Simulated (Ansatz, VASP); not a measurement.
## Os in VASP and in Ansatz

```xyz
1
Lattice="0.0000 1.9159 1.9159 1.9159 0.0000 1.9159 1.9159 1.9159 0.0000" Properties=species:S:1:pos:R:3 pbc="T T T"
Os    0.0000    0.0000    0.0000
```

Alike in both runs: functional r2SCAN; k mesh 18 × 18 × 18; occupations gaussian, width 0.1 eV; no spin polarisation.

Ansatz relaxed the structure, and its values are those at the end. VASP's run is a single point on that final structure, the one shown.

```csv
,VASP,Ansatz
version,VASP 6.6.1,Ansatz 0.2.0
potentials or method,"VASP PAW PBE potentials, release 64 (Os_sv_GW), cutoff 550 eV","scalar-relativistic, plane waves, PAW"
valence electrons in the cell,16,16
```

```csv
,VASP,Ansatz,Ansatz less VASP
gap on the k mesh at the Fermi level (eV),none,none,-
pressure (GPa),-1.9,0.0,+1.90
```

VASP's potentials were made for PBE, not for r2SCAN. A gap of «none» marks a metal or a gap that the smearing closes. The functional is the same, so the differences come from potentials, cutoffs and numerics.

Neither program's run includes spin-orbit coupling.
